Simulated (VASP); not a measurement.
## WSe2: single point with PBEsol

The system is WSe2, a slab with vacuum.

```
Se W
1.0
     3.27115    0.00000    0.00000
    -1.63558    2.83290    0.00000
     0.00000    0.00000   44.78918
Se W
10 5
Direct
  0.33333 0.66667 0.16745
  0.33333 0.66667 0.24220
  0.66667 0.33333 0.31504
  0.66667 0.33333 0.38979
  0.33333 0.66667 0.46263
  0.33333 0.66667 0.53737
  0.66667 0.33333 0.61021
  0.66667 0.33333 0.68496
  0.33333 0.66667 0.75780
  0.33333 0.66667 0.83255
  0.66667 0.33333 0.20482
  0.33333 0.66667 0.35241
  0.66667 0.33333 0.50000
  0.33333 0.66667 0.64759
  0.66667 0.33333 0.79518
```

```yaml
Program: VASP 6.6.1
Task: single point
Functional: PBEsol
Potentials_or_basis: VASP PAW PBE potentials, release 64 (Se, W_sv)
Cutoff: 520 eV
k_mesh: 9 × 9 × 1
Occupations: gaussian, width 0.05 eV
Spin: no spin polarisation
Dipole_correction: yes
Further_INCAR_settings: LREAL = Auto; ALGO = Normal; EDIFF = 1e-07; NBANDS = 78
```

```json
{
  "Largest force": "0.091 eV/Å",
  "Band gap on the k mesh": "1.22 eV (least direct gap 1.61 eV)"
}
```

Forces in eV/Å, atoms in the order of the input:
```
Se   0.000  0.000 -0.035
Se   0.000  0.000  0.060
Se   0.000  0.000 -0.091
Se   0.000  0.000  0.070
Se   0.000  0.000 -0.070
Se   0.000  0.000  0.070
Se   0.000  0.000 -0.070
Se   0.000  0.000  0.091
Se   0.000  0.000 -0.060
Se   0.000  0.000  0.035
W    0.000  0.000 -0.031
W    0.000  0.000 -0.002
W    0.000  0.000  0.000
W    0.000  0.000  0.002
W    0.000  0.000  0.031
```

Levels at points of the mesh, in eV from the valence-band top:
| k point | band 63 | band 64 | band 65 | band 66 | band 67 | band 68 |
| --- | --- | --- | --- | --- | --- | --- |
| (0.00, 0.00, 0.00) | -0.29 | -0.10 | 0.00 | 2.83 | 2.83 | 2.84 |

Run time: 6.4 min on 1 thread of Intel(R) Xeon(R) 6975P-C (Granite Rapids), on a shared host, peak memory 0.58 GiB.

Caveat: the PAW data sets were made with another functional, which shifts forces and pressure a little; spin-orbit coupling is left out, which moves the levels of the heavy elements.
